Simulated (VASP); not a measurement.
Write the native input for VASP 6.6.1 that does the following.

```
Task                   : relaxation of cell and atoms
Functional             : PBE
Potentials or basis    : VASP PAW PBE potentials, release 64 (Mg, Cd, Te)
Cutoff                 : 600 eV
k mesh                 : 6 × 6 × 4
Occupations            : gaussian, width 0.02 eV
Spin                   : no spin polarisation
Dipole correction      : no
Further INCAR settings : ALGO = Normal; EDIFF = 1e-06; IBRION = 2; EDIFFG = -0.01; NSW = 100; ISIF = 3
```

The structure of Mg2CdTe3 lies in POSCAR:

```
Mg2CdTe3
1.0
    4.6332198000      0.0000000000      0.0000000000
   -2.3166099000      4.0124861000      0.0000000000
    0.0000000000      0.0000000000     11.3162888000
Mg Cd Te
2 1 3
Direct
    0.3333333000      0.6666667000      0.9993960000
    0.6666667000      0.3333333000      0.6692520000
    0.0000000000      0.0000000000      0.3320900000
    0.0000000000      0.0000000000      0.0791730000
    0.6666667000      0.3333333000      0.4201980000
    0.3333333000      0.6666667000      0.7498910000
```

The input as run:

INCAR

```
PREC = Accurate
ENCUT = 600
EDIFF = 1E-6
ISMEAR = 0
SIGMA = 0.02
LREAL = False
LASPH = True
NELM = 80
ALGO = Normal
ISIF = 3
LWAVE = False
LCHARG = False
GGA = PE
IBRION = 2
NSW = 100
EDIFFG = -0.01
```

KPOINTS

```
Automatic mesh
0
Gamma
  6 6 4
```

Potentials or basis: VASP PAW PBE potentials, release 64 (Mg, Cd, Te).

Command:

```sh
$ cat potpaw_PBE.64/Mg/POTCAR potpaw_PBE.64/Cd/POTCAR potpaw_PBE.64/Te/POTCAR > POTCAR
$ mpirun -np 1 vasp_std > vasp.out
```

It gave:

The relaxed volume is 35.09 Å³/atom, the relaxed cell is a = 4.634 Å, b = 4.634 Å, c = 11.319 Å, α = 90.00°, β = 90.00°, γ = 120.00° and the space group after relaxing (to 0.1 Å) is P3m1 (No. 156). The energy gained by relaxing is 0.0 meV/atom, the ionic steps are 3 and the pressure after relaxing is 0.0 GPa. The largest force after relaxing is 0.006 eV/Å. The band gap on the k mesh is 1.46 eV.

Caveat: spin-orbit coupling is left out, which moves the levels of the heavy elements.

Run time: 4.1 min on 1 thread of Intel(R) Xeon(R) Platinum 8488C (Sapphire Rapids) (shared host), peak memory 0.48 GiB.
